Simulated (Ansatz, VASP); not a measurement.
**SnTe: VASP beside Ansatz**

Contents of POSCAR:

```
SnTe
1.0
    0.0000000000      3.1893545680      3.1893545680
    3.1893545680      0.0000000000      3.1893545680
    3.1893545680      3.1893545680      0.0000000000
Sn Te
1 1
Direct
    0.0000000000      0.0000000000      0.0000000000
    0.5000000000      0.5000000000      0.5000000000
```

File INCAR.step1:

```
SYSTEM = SnTe
PREC = Accurate
ENCUT = 520
ISMEAR = -1
SIGMA = 0.02
LREAL = .FALSE.
LASPH = .TRUE.
NELM = 100
NBANDS = 17
GGA = PE
ALGO = Normal
EDIFF = 1E-4
LWAVE = .TRUE.
LCHARG = .FALSE.
```

File INCAR.step2:

```
SYSTEM = SnTe
PREC = Accurate
ENCUT = 520
EDIFF = 1E-6
ISMEAR = -1
SIGMA = 0.02
LREAL = .FALSE.
LASPH = .TRUE.
NELM = 100
ALGO = Normal
ISIF = 2
LWAVE = .FALSE.
LCHARG = .TRUE.
METAGGA = R2SCAN
LMIXTAU = .TRUE.
LELF = .TRUE.
LVHAR = .TRUE.
NBANDS = 17
ISTART = 1
```

KPOINTS

```
regular mesh
0
G
  8 8 8
  0 0 0
```

Input for Ansatz:

```yaml
crystal:
  lattice:
    - [0.0, 3.189354568, 3.189354568]
    - [3.189354568, 0.0, 3.189354568]
    - [3.189354568, 3.189354568, 0.0]
  atoms:
    - { symbol: Sn, position: [0.0, 0.0, 0.0] }
    - { symbol: Te, position: [0.5, 0.5, 0.5] }
kpoints:
  mp_grid: { grid: [8, 8, 8] }
  band_path:
    path:
      - [0.0, 0.0, 0.0]
      - [0.5, 0.0, 0.5]
      - [0.625, 0.25, 0.625]
      - [0.375, 0.375, 0.75]
      - [0.5, 0.5, 0.5]
      - [0.5, 0.25, 0.75]
    npoints: 1
hamiltonian:
  xc: r2scan
scf:
  occupations: { method: fermi_dirac, width: 0.02 }
  n_extra_bands: 4
output:
  forces: true
  stress: true
  eigenvalues: true
```

Alike in both runs: task single point; functional r2SCAN; k mesh 8 × 8 × 8; occupations fermi-dirac, width 0.02 eV; no spin polarisation.

|  | VASP | Ansatz |
| --- | --- | --- |
| version | VASP 6.6.1 | Ansatz 0.2.0 |
| potentials or method | VASP PAW PBE potentials, release 64 (Sn_d, Te) | plane waves, PAW |
| plane-wave cutoff (eV) | 520 | 500 |
| valence electrons in the cell | 20 | 30 |

|  | VASP | Ansatz | Ansatz less VASP |
| --- | --- | --- | --- |
| pressure (GPa) | -0.1 | -0.1 | -0.01 |

VASP's potentials were made for PBE, not for r2SCAN. The functional is the same, so the differences come from potentials, cutoffs and numerics. VASP's potentials hold 20 valence electrons a cell and Ansatz's 30, so a difference there can come from the potentials and not from the codes.

Spin-orbit coupling is off throughout.
